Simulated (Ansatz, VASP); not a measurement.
Two plane-wave programs on MoSe

```
CELL_PARAMETERS angstrom
0.00000 2.83929 2.83929
2.83929 0.00000 2.83929
2.83929 2.83929 0.00000
ATOMIC_POSITIONS crystal
Mo 0.00000 0.00000 0.00000
Se 0.25000 0.25000 0.25000
```

Alike in both runs: task single point; functional PBE; k mesh 12 × 12 × 12; occupations gaussian, width 0.1 eV; no spin polarisation.

|  | VASP | Ansatz |
| --- | --- | --- |
| version | VASP 6.6.1 | Ansatz 0.2.0 |
| potentials or method | VASP PAW PBE potentials, release 64 (Mo_sv, Se), cutoff 520 eV | scalar-relativistic, plane waves, PAW |
| valence electrons in the cell | 20 | 30 |

|  | VASP | Ansatz | Ansatz less VASP |
| --- | --- | --- | --- |
| gap on the k mesh at the Fermi level (eV) | none | none | - |
| pressure (GPa) | -1.5 | -1.7 | -0.17 |

A gap of «none» marks a metal or a gap that the smearing closes. VASP's potentials hold 20 valence electrons a cell and Ansatz's 30, so a difference there can come from the potentials and not from the codes.
